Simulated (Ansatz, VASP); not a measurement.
Given: the input of a run of Ansatz 0.2.0 on GdO.

Contents of input.yaml:

```yaml
crystal:
  lattice:
    - [0.0, 2.7, 2.7]
    - [2.7, 0.0, 2.7]
    - [2.7, 2.7, 0.0]
  atoms:
    - { symbol: Gd, position: [0.0, 0.0, 0.0], spin: 8.8 }
    - { symbol: O, position: [0.75, 0.75, 0.75] }
hamiltonian:
  xc: pbe
  pseudopotentials: { kind: paw }
magnetization:
  spin_polarized: true
  initial_magnetization: 8.8
  spin_locking: { lock_magnetization: hard }
kpoints:
  mp_grid: { grid: [7, 7, 7] }
scf:
  occupations: { method: fermi_dirac, width: 0.05 }
  lower_state_search: "off"
output:
  forces: true
  stress: true
  eigenvalues: true
```

Potentials or basis: Ansatz PAW.

Command:

```bash
$ ansatz run input.yaml --threads 2 --pin off --max-ram 5632MiB --backend cpu --events-out ev --progress --plain --runs-dir out
```

Translate it to VASP 6.6.1. Potentials there: VASP PAW PBE potentials, release 64 (Gd, O).

As run (the cutoff follows the program's own potentials):

INCAR

```
  PREC = Accurate
  ENCUT = 520
  EDIFF = 1E-7
  ISMEAR = -1
  SIGMA = 0.05
  LREAL = False
  LASPH = True
  NELM = 150
  ALGO = Normal
  ISIF = 2
  LWAVE = False
  LCHARG = False
  ISPIN = 2
  MAGMOM = 8.8 0
  LORBIT = 11
  NUPDOWN = 8.8
  LMAXMIX = 6
  GGA = PE
  NBANDS = 23
```

The input KPOINTS:

```
Automatic mesh
0
Gamma
  7 7 7
```

POSCAR

```
GdO
1.0
    0.0000000000      2.7000000000      2.7000000000
    2.7000000000      0.0000000000      2.7000000000
    2.7000000000      2.7000000000      0.0000000000
Gd O
1 1
Direct
    0.0000000000      0.0000000000      0.0000000000
    0.7500000000      0.7500000000      0.7500000000
```

Potentials or basis: VASP PAW PBE potentials, release 64 (Gd, O).

Command:

```console
$ cat potpaw_PBE.64/Gd/POTCAR potpaw_PBE.64/O/POTCAR > POTCAR
$ mpirun -np 1 vasp_std > vasp.out
```

Both were run:

|  | VASP | Ansatz | Ansatz less VASP |
| --- | --- | --- | --- |
| pressure (GPa) | 4.0 | 3.9 | -0.03 |
| net moment per atom (μB) | 4.40 | 4.40 | 0.000 |
| size of the moment on the site where the two differ most (μB) | 7.17 | 7.08 | -0.084 |

Site moments also hang on the region over which each program counts them. With one functional, cell and mesh, what is left measures potentials, basis and numerics.

Neither program's run includes spin-orbit coupling.
